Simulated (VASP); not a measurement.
# GaN (P6_3/mmc) in VASP: single point with PBE

Aim: the single point of GaN with PBE.

Everything below comes from runs of VASP 6.6.1. Logs are shortened: lines on timing, memory, paths and dates and some standing lists are left out, and cuts for length are marked.

### Step 1. The cell of the first run

It takes space group P6_3/mmc (No. 194, hexagonal). The conventional cell has a = 3.357 Å, b = 3.357 Å, c = 3.866 Å, α = 90.00°, β = 90.00°, γ = 120.00°. Within 2.6 Å of Ga (site symmetry -6m2) lie 5 N at 1.93 to 1.94 Å. N (site symmetry -6m2) has 5 Ga at 1.93 to 1.94 Å within 2.6 Å.

### Step 2. Single point, PBE (Al replaced by Ga, lengths x 1.003, strained)

Contents of INCAR:

```
PREC = Accurate ; ENCUT = 520
EDIFF = 1E-7 ; ISMEAR = 0
SIGMA = 0.02 ; LREAL = False
LASPH = True ; NELM = 100
ALGO = Normal ; ISIF = 2
LWAVE = False ; LCHARG = False
GGA = PE ; NBANDS = 26
```

Contents of KPOINTS:

```
Automatic mesh
0
Gamma
  9 9 8
```

Contents of POSCAR:

```
GaN
1.0
    3.3571858743      0.0000000000      0.0000000000
   -1.6785929371      2.9074082524      0.0000000000
    0.0000000000      0.0000000000      3.8664874957
Ga N
2 2
Direct
    0.3333333300      0.6666666700      0.7500000000
    0.6666666700      0.3333333300      0.2500000000
    0.3333333300      0.6666666700      0.2500000000
    0.6666666700      0.3333333300      0.7500000000
```

Potentials or basis: VASP PAW PBE potentials, release 64 (Ga_d, N).

On the command line:

```bash
> cat potpaw_PBE.64/Ga_d/POTCAR potpaw_PBE.64/N/POTCAR > POTCAR
> mpirun -np 1 vasp_std > vasp.out
```

OUTCAR:

```text
PREC = Accurate
   ENCUT = 520
   EDIFF = 1E-7
   ISMEAR = 0
   LREAL = False
   LASPH = True
   NELM = 100
   ISIF = 2
   GGA = PE

 ion  position               nearest neighbor table
   1  0.333  0.667  0.750-   3 1.93   3 1.93   4 1.94   4 1.94   4 1.94   2 2.74   2 2.74   2 2.74
                             2 2.74   2 2.74   2 2.74
   2  0.667  0.333  0.250-   4 1.93   4 1.93   3 1.94   3 1.94   3 1.94   1 2.74   1 2.74   1 2.74
                             1 2.74   1 2.74   1 2.74
   3  0.333  0.667  0.250-   1 1.93   1 1.93   2 1.94   2 1.94   2 1.94
   4  0.667  0.333  0.750-   2 1.93   2 1.93   1 1.94   1 1.94   1 1.94

  LATTYP: Found a hexagonal cell.
 ALAT       =     3.3571858743
 C/A-ratio  =     1.1517049221

  Lattice vectors:

 A1 = (   3.3571858743,   0.0000000000,   0.0000000000)
 A2 = (  -1.6785929371,   2.9074082524,   0.0000000000)
 A3 = (   0.0000000000,   0.0000000000,   3.8664874957)

Analysis of symmetry for initial positions (statically):
=====================================================================
 Subroutine PRICEL returns:
 Original cell was already a primitive cell.

 Routine SETGRP: Setting up the symmetry group for a
 hexagonal supercell.

 Subroutine GETGRP returns: Found 24 space group operations
 (whereof 12 operations were pure point group operations)
 out of a pool of 24 trial point group operations.

The static configuration has the point symmetry D_3d.
 The point group associated with its full space group is D_6h.

Analysis of symmetry for dynamics (positions and initial velocities):
=====================================================================
 Subroutine PRICEL returns:
 Original cell was already a primitive cell.

 Routine SETGRP: Setting up the symmetry group for a
 hexagonal supercell.

 Subroutine GETGRP returns: Found 24 space group operations
 (whereof 12 operations were pure point group operations)
 out of a pool of 24 trial point group operations.

The dynamic configuration has the point symmetry D_3d.
 The point group associated with its full space group is D_6h.

 Subroutine INISYM returns: Found 24 space group operations
 (whereof 12 operations are pure point group operations),
 and found     1 'primitive' translations

----------------------------------------------------------------------------------------

                                     Primitive cell

  volume of cell :      37.7397

  direct lattice vectors                    reciprocal lattice vectors
     3.357185874  0.000000000  0.000000000     0.297868524  0.171974472  0.000000000
    -1.678592937  2.907408252  0.000000000     0.000000000  0.343948945  0.000000000
     0.000000000  0.000000000  3.866487496     0.000000000  0.000000000  0.258632674

  length of vectors
     3.357185874  3.357185874  3.866487496     0.343948945  0.343948945  0.258632674

  position of ions in fractional coordinates (direct lattice)
     0.333333330  0.666666670  0.750000000
     0.666666670  0.333333330  0.250000000
     0.333333330  0.666666670  0.250000000
     0.666666670  0.333333330  0.750000000

  ion indices of the primitive-cell ions
   primitive index   ion index
                 1           1
                 2           2
                 3           3
                 4           4

----------------------------------------------------------------------------------------

 KPOINTS: Automatic mesh

Automatic generation of k-mesh.
 Grid dimensions read from file:
 generate k-points for:    9    9    8

 Generating k-lattice:

  Cartesian coordinates                     Fractional coordinates (reciprocal lattice)
     0.033096503  0.019108275  0.000000000     0.111111111  0.000000000  0.000000000
     0.000000000  0.038216549  0.000000000     0.000000000  0.111111111  0.000000000
     0.000000000  0.000000000  0.032329084     0.000000000  0.000000000  0.125000000

  Length of vectors
     0.038216549  0.038216549  0.032329084

  Shift w.r.t. Gamma in fractional coordinates (k-lattice)
     0.000000000  0.000000000  0.000000000

 Subroutine IBZKPT returns following result:
 ===========================================

 Found     60 irreducible k-points:

 Following reciprocal coordinates:
            Coordinates               Weight
  0.000000  0.000000  0.000000      1.000000
  0.111111  0.000000  0.000000      6.000000
  0.222222  0.000000  0.000000      6.000000
  0.333333 -0.000000  0.000000      6.000000
  0.444444  0.000000  0.000000      6.000000
  0.111111  0.111111  0.000000      6.000000
[... 16 lines left out ...]
  0.333333  0.222222  0.125000     24.000000
  0.333333  0.333333  0.125000      4.000000
 [... further k-points ...]
   k-points           NKPTS =     60   k-points in BZ     NKDIM =     60   number of bands    NBANDS=     26
   number of dos      NEDOS =    301   number of ions     NIONS =      4
   total plane-waves  NPLWV =  23520
   dimension x,y,z NGX =    28 NGY =   28 NGZ =   30
   dimension x,y,z NGXF=    56 NGYF=   56 NGZF=   60
   ions per type =               2   2
   NGX,Y,Z   is equivalent  to a cutoff of  13.87, 13.87, 12.90 a.u.
   NGXF,Y,Z  is equivalent  to a cutoff of  27.73, 27.73, 25.80 a.u.
 SYSTEM =  unknown system
   PREC   = accura    normal or accurate (medium, high low for compatibility)
   ISTART =      0    job   : 0-new  1-cont  2-samecut
   ICHARG =      2    charge: 1-file 2-atom 10-const
   ISPIN  =      1    spin polarized calculation?
   LNONCOLLINEAR =      F non collinear calculations
   LSORBIT =      F    spin-orbit coupling
   LASPH  =      T    aspherical Exc in radial PAW
   ENCUT  =  520.0 eV  38.22 Ry    6.18 a.u.   6.24  6.24  7.19*2*pi/ulx,y,z
   NELM   =    100;   NELMIN=  2; NELMDL= -5     # of ELM steps
   EDIFF  = 0.1E-06   stopping-criterion for ELM
   LREAL  =      F    real-space projection
   EDIFFG = 0.1E-05   stopping-criterion for IOM
   NSW    =      0    number of steps for IOM
   IBRION =     -1    ionic relax: 0-MD 1-quasi-New 2-CG
   NFREE  =      0    steps in history (QN), initial steepest desc. (CG)
   ISIF   =      2    stress and relaxation
   ISYM   =      2    0-nonsym 1-usesym 2-fastsym
   POTIM  = 0.5000    time-step for ionic-motion
   TEBEG  =    0.0;   TEEND  =   0.0 temperature during run
   PSTRESS=    0.0 pullay stress
   NELECT =      36.0000    total number of electrons
   NUPDOWN=      -1.0000    fix difference up-down
   EMIN   =  10.00;   EMAX   =-10.00  energy-range for DOS
   EFERMI =   0.00;   METHOD = LEGACY
   ISMEAR =     0;   SIGMA  =   0.02  broadening in eV -4-tet -1-fermi 0-gaus
   EFERMI_NEDOS =   21; number of points for ismear=-14 and -15
   IALGO  =     38    algorithm
   IMIX   =      4    mixing-type and parameters
     AMIX     =   0.40;   BMIX     =  1.00
     AMIX_MAG =   1.60;   BMIX_MAG =  1.00
  volume/ion in A,a.u.               =       9.43        63.67
  Fermi-wavevector in a.u.,A,eV,Ry     =   1.611547  3.045382 35.335472  2.597084
  Thomas-Fermi vector in A             =   2.706920
   LORBIT       =      0    0 simple, 1 ext, 2 COOP (PROOUT), +10 PAW based schemes
   GGA     = PE    functional components
   LHFCALC =     F    Hartree Fock is set to
   AEXX    =    0.0000 exact exchange contribution
   IVDW    =     0    specifies the selected vdW correction
   LEPSILON=     F    determine dielectric tensor
   LRPA    =     F    only Hartree local field effects (RPA)
 non-spin polarized calculation
 Gauss-broadening in eV      SIGMA  =   0.02
  energy-cutoff  :      520.00
  volume of cell :       37.74
 maximum number of plane-waves:      1040
 NGX is ok and might be reduce to    28
   NGX = 13   NGY = 13   NGZ = 15

 number of electron      36.0000008 magnetization

 Free energy of the ion-electron system (eV)
  ---------------------------------------------------
  ext. energy  EPLUGINS =         0.00000000
  ---------------------------------------------------
  free energy    TOTEN  =       -21.72838401 eV

  energy without entropy =      -21.72838401  energy(sigma->0) =      -21.72838401

 E-fermi :   8.4700     XC(G=0): -12.7373

 val. band max:        8.3315978843   @ k =   0.3333   0.3333   0.5000
 cond. band min:       9.7934651217   @ k =   0.0000   0.0000   0.0000
 fundamental gap:      1.4618672374
 Fermi energy:         8.4700266976

 k-point     1 :       0.0000    0.0000    0.0000
  band No.  band energies     occupation
      1     -10.1988      2.00000
      2      -8.2320      2.00000
      3      -6.0588      2.00000
      4      -6.0588      2.00000
      5      -6.0478      2.00000
      6      -6.0478      2.00000
[... 18 lines left out ...]
     25      20.6764      0.00000
     26      21.4620      0.00000

 k-point     2 :       0.1111    0.0000    0.0000
  band No.  band energies     occupation
      1     -10.0733      2.00000
      2      -8.2238      2.00000
      3      -6.0493      2.00000
      4      -6.0406      2.00000
      5      -6.0138      2.00000
      6      -6.0124      2.00000
[... 18 lines left out ...]
     25      20.1541      0.00000
     26      22.7583      0.00000

 k-point     3 :       0.2222    0.0000    0.0000
  band No.  band energies     occupation
      1      -9.7312      2.00000
      2      -8.2151      2.00000
      3      -5.9919      2.00000
      4      -5.9885      2.00000
      5      -5.9610      2.00000
      6      -5.9444      2.00000
[... 18 lines left out ...]
     25      20.8872      0.00000
     26      21.7855      0.00000

 k-point     4 :       0.3333   -0.0000    0.0000
  band No.  band energies     occupation
      1      -9.2861      2.00000
      2      -8.2385      2.00000
      3      -5.9929      2.00000
      4      -5.9745      2.00000
      5      -5.9266      2.00000
      6      -5.8874      2.00000
[... 18 lines left out ...]
     25      21.1019      0.00000
     26      22.0067      0.00000

 k-point     5 :       0.4444    0.0000    0.0000
  band No.  band energies     occupation
      1      -8.9368      2.00000
      2      -8.2998      2.00000
      3      -6.0124      2.00000
      4      -5.9984      2.00000
      5      -5.8854      2.00000
      6      -5.7781      2.00000
[... 18 lines left out ...]
     25      21.5184      0.00000
     26      22.7008      0.00000

 k-point     6 :       0.1111    0.1111    0.0000
  band No.  band energies     occupation
      1      -9.8389      2.00000
      2      -8.2156      2.00000
      3      -6.0314      2.00000
      4      -5.9858      2.00000
      5      -5.9588      2.00000
      6      -5.9580      2.00000
[... 427 lines left out ...]
 k-point    21 :       0.4444    0.1111    0.1250
  band No.  band energies     occupation
      1      -8.7250      2.00000
      2      -8.2594      2.00000
      3      -6.0482      2.00000
      4      -5.9678      2.00000
      5      -5.9053      2.00000
      6      -5.7925      2.00000
[... 18 lines left out ...]
     25      21.0810      0.00000
     26      22.5245      0.00000

 k-point    22 :       0.2222    0.2222    0.1250
  band No.  band energies     occupation
      1      -8.9524      2.00000
      2      -8.2055      2.00000
      3      -6.0485      2.00000
      4      -5.9959      2.00000
      5      -5.9044      2.00000
      6      -5.8320      2.00000
[... 18 lines left out ...]
     25      20.6648      0.00000
     26      22.1577      0.00000

 k-point    23 :       0.3333    0.2222    0.1250
  band No.  band energies     occupation
      1      -8.6517      2.00000
      2      -8.2901      2.00000
      3      -6.0704      2.00000
      4      -5.9434      2.00000
      5      -5.9040      2.00000
      6      -5.8044      2.00000
[... 18 lines left out ...]
     25      21.1222      0.00000
     26      22.1987      0.00000

 k-point    24 :       0.3333    0.3333    0.1250
  band No.  band energies     occupation
      1      -8.4350      2.00000
      2      -8.4350      2.00000
      3      -6.0833      2.00000
      4      -5.9203      2.00000
      5      -5.8637      2.00000
      6      -5.8637      2.00000
[... 18 lines left out ...]
     25      21.2796      0.00000
     26      22.1580      0.00000

 [... further k-points ...]

------------------------ aborting loop because EDIFF is reached ----------------------------------------

  FORCE on cell =-STRESS in cart. coord.  units (eV):
  Direction    XX          YY          ZZ          XY          YZ          ZX
  --------------------------------------------------------------------------------------
  -------------------------------------------------------------------------------------
  Total        8.2246783      8.2246783     20.0789632      0.0000000      0.0000000      0.0000000
  in kB      349.1656275    349.1656275    852.4204292      0.0000000      0.0000000      0.0000000
  external PRESSURE =     516.9172281 kB  Pullay stress =       0.0000000 kB

 VOLUME and BASIS-vectors are now :
 -----------------------------------------------------------------------------
  energy-cutoff  :      520.00
  volume of cell :       37.74
      direct lattice vectors                 reciprocal lattice vectors
     3.357185874  0.000000000  0.000000000     0.297868524  0.171974472  0.000000000
    -1.678592937  2.907408252  0.000000000     0.000000000  0.343948945  0.000000000
     0.000000000  0.000000000  3.866487496     0.000000000  0.000000000  0.258632674

 POSITION                                       TOTAL-FORCE (eV/Angst)
 -----------------------------------------------------------------------------------
     -0.00000      1.93827      2.89987        -0.000000      0.000000      0.000000
      1.67859      0.96914      0.96662         0.000000      0.000000      0.000000
     -0.00000      1.93827      0.96662         0.000000     -0.000000      0.000000
      1.67859      0.96914      2.89987        -0.000000      0.000000      0.000000
 -----------------------------------------------------------------------------------
    total drift:                                0.000002     -0.000001     -0.000000

  FREE ENERGIE OF THE ION-ELECTRON SYSTEM (eV)
  ---------------------------------------------------
  free  energy   TOTEN  =       -21.7283840057 eV

  energy  without entropy=      -21.7283840057  energy(sigma->0) =      -21.72838401
```

It took 2.2 min on 1 thread of AMD EPYC 7R13, shared host; peak memory 0.16 GiB.

Results:

* Free energy: -21.7284 eV
* Pressure: 51.7 GPa
* Band gap on the k mesh: 1.46 eV, indirect (least direct gap 2.42 eV)

Stress tensor (GPa, compression positive):
```
34.92  0.00  0.00
 0.00 34.92  0.00
 0.00  0.00 85.24
```

Caveat: the cell differs from its parent crystal (Al replaced by Ga, lengths x 1.003, strained).
